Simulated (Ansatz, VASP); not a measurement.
## One calculation of LaTaO, two programs

Contents of INCAR:

```
PREC     = Accurate       # precision mode
ENCUT    = 520            # plane-wave cutoff, eV
EDIFF    = 1E-7           # SCF threshold, eV
ISMEAR   = 0              # smearing method
SIGMA    = 0.1            # smearing width, eV
LREAL    = False          # projectors in reciprocal space
LASPH    = True           # aspherical terms in the spheres
NELM     = 100            # most SCF steps
ALGO     = Normal         # electronic algorithm
ISIF     = 2              # what is computed and relaxed
LWAVE    = False          # write WAVECAR
LCHARG   = False          # write CHGCAR
GGA      = PE             # functional
NBANDS   = 37             # bands
```

The input KPOINTS:

```
Automatic mesh
0
Gamma
  4 4 4
```

File POSCAR:

```
LaTaO
1.0
    4.1149274600      0.0000000000      0.0000000000
    0.0000000000      4.1149274600      0.0000000000
    0.0000000000      0.0000000000      5.8639137500
La Ta O
2 2 2
Direct
    0.0000000000      0.5000000000      0.7134095400
    0.5000000000      0.0000000000      0.2865904600
    0.0000000000      0.0000000000      0.5000000000
    0.5000000000      0.5000000000      0.5000000000
    0.0000000000      0.0000000000      0.0000000000
    0.5000000000      0.5000000000      0.0000000000
```

Input for Ansatz:

```yaml
crystal:
  lattice:
    - [4.11492746, 0.0, 0.0]
    - [0.0, 4.11492746, 0.0]
    - [0.0, 0.0, 5.86391375]
  atoms:
    - { symbol: La, position: [0.0, 0.5, 0.71340954] }
    - { symbol: La, position: [0.5, 0.0, 0.28659046] }
    - { symbol: Ta, position: [0.0, 0.0, 0.5] }
    - { symbol: Ta, position: [0.5, 0.5, 0.5] }
    - { symbol: O, position: [0.0, 0.0, 0.0] }
    - { symbol: O, position: [0.5, 0.5, 0.0] }
basis:
  ecutwfc: 420
kpoints:
  mp_grid: { grid: [4, 4, 4] }
hamiltonian:
  xc: pbe
scf:
  occupations: { method: gaussian, width: 0.1 }
  lower_state_search: "off"
output:
  forces: true
  stress: true
  eigenvalues: true
```

Change from the starting cell: species swapped into the GdOF type (P4/nmm, No. 129).

Alike in both runs: task single point; functional PBE; k mesh 4 × 4 × 4; occupations gaussian, width 0.1 eV; no spin polarisation.

|  | VASP | Ansatz |
| --- | --- | --- |
| version | VASP 6.6.1 | Ansatz 0.2.0 |
| potentials or method | VASP PAW PBE potentials, release 64 (La, Ta_pv, O), cutoff 520 eV | scalar-relativistic, plane waves, PAW |
| valence electrons in the cell | 56 | 60 |

```csv
,VASP,Ansatz,Ansatz less VASP
gap on the k mesh at the Fermi level (eV),none,none,-
rms of the force components (eV/Å),4.276,4.225,-0.0513
```

Atom by atom the forces differ by 0.051 eV/Å (rms over components). A gap of «none» marks a metal or a gap that the smearing closes. VASP's potentials hold 56 valence electrons a cell and Ansatz's 60, so a difference there can come from the potentials and not from the codes.

The k mesh is coarse, so the values compare programs but aren't converged. Neither program's run includes spin-orbit coupling.
